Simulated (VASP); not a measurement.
Sn, 1 atom in the cell. The structure is orthorhombic, space group Immm (No. 71). Conventional cell: a = 3.453 Å, b = 3.551 Å, c = 4.677 Å, α = 90.00°, β = 90.00°, γ = 90.00°. Sn (site symmetry mmm) has 14 Sn at 3.41 to 4.68 Å within 4.7 Å. 

| Property | Result |
| --- | --- |
| Program | VASP 6.6.1 |
| Task | single point |
| Functional | revPBE |
| Potentials or basis | VASP PAW PBE potentials, release 64 (Sn_d) |
| Cutoff | 520 eV |
| k mesh | 11 × 11 × 11 |
| Occupations | fermi-dirac, width 0.05 eV |
| Spin | no spin polarisation |
| Dipole correction | no |
| Further INCAR settings | ALGO = Normal; EDIFF = 1e-07; NBANDS = 13 |

Potentials or basis: VASP PAW PBE potentials, release 64 (Sn_d).

Command:

```sh
$ cat potpaw_PBE.64/Sn_d/POTCAR > POTCAR
$ mpirun -np 1 vasp_std > vasp.out
```

Hardware: 1 thread of Intel(R) Xeon(R) Platinum 8259CL CPU @ 2.50GHz (Skylake/Cascade Lake), on a shared host.

Q: How long does it take, and how much memory?

A: Wall time 79 s on 1 thread of Intel(R) Xeon(R) Platinum 8259CL CPU @ 2.50GHz (Skylake/Cascade Lake), with other jobs on the host, peak memory 0.21 GiB. Counts: scf iterations 13, k points 216.
